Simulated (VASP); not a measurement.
Runs of VASP 6.6.1 on MgSe. The structure is that of space group Fm-3m (No. 225), or close to it. The cells are those of the table. 

| cell | gap on the mesh (eV) | pressure (GPa) |
| --- | --- | --- |
| a = 3.816 Å, angles 60.0°, 2 atoms | 1.85 | 4.1 |
| a = 3.854 Å, angles 60.0°, 2 atoms | 1.80 | (b) |
| a = 3.934 Å, angles 60.0°, 2 atoms | 1.70 | (a) |
| a = 3.972 Å, angles 60.0°, 2 atoms | 1.65 | -3.3 |
| a = 3.895 Å, angles 60.0°, 2 atoms | 1.75 | -0.1 |
| a = 3.775 Å, angles 60.0°, 2 atoms | 1.91 | 6.8 |
| a = 3.856 Å, angles 60.0°, 2 atoms | 1.80 | 1.8 |
| a = 3.733 Å, angles 60.0°, 2 atoms | (c) | 10.0 |

Alike in all rows: task single point; level PBE; potentials or basis VASP PAW PBE potentials, release 64 (Mg, Se); no spin polarisation; k mesh 8 × 8 × 8; cutoff (eV) 600; smearing gaussian 0.02 eV.

**Question.** Estimate the missing entries.

**Answer.** (a) -1.8; (b) 1.9; (c) 1.96.

A k mesh can miss the band edges, and the runs leave out spin-orbit coupling on Se.
